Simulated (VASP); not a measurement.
Input of a VASP 6.6.1 run:

Contents of INCAR:

```
  PREC = Accurate
  ENCUT = 520
  EDIFF = 1E-6
  ISMEAR = 0
  SIGMA = 0.05
  LREAL = False
  LASPH = True
  NELM = 150
  ALGO = Normal
  ISIF = 2
  LWAVE = False
  LCHARG = True
  ISPIN = 2
  MAGMOM = 0.5 0.5
  LORBIT = 11
  GGA = PS
  LELF = True
  LVHAR = True
  NBANDS = 20
```

The input KPOINTS:

```
Automatic mesh
0
Gamma
  1 1 25
```

POSCAR

```
GaSb
1.0
   11.1000000000      0.0000000000      0.0000000000
    0.0000000000      9.3000000000      0.0000000000
    0.0000000000      0.0000000000      2.5245125590
Ga Sb
1 1
Direct
    0.4034480153      0.5000000000      0.0000000000
    0.5965519847      0.5000000000      0.5000000000
```

Potentials or basis: VASP PAW PBE potentials, release 64 (Ga_d, Sb).

Command:

```console
$ cat potpaw_PBE.64/Ga_d/POTCAR potpaw_PBE.64/Sb/POTCAR > POTCAR
$ mpirun -np 1 vasp_std > vasp.out
```

Q: What does it give for the largest force?

A: 3.806 eV/Å.

Q: What does it give for the net moment?

A: 0.00 μB per cell.

Q: Predict the band gap on the k mesh.

A: Zero (filled and empty bands overlap).

Forces on the atoms (eV/Å):
```
Ga  -3.806  0.000  0.000
Sb   3.806  0.000  0.000
```

Caveat: the PAW data sets were made with another functional, which shifts forces and pressure a little; spin-orbit coupling is left out, which moves the levels of the heavy elements.
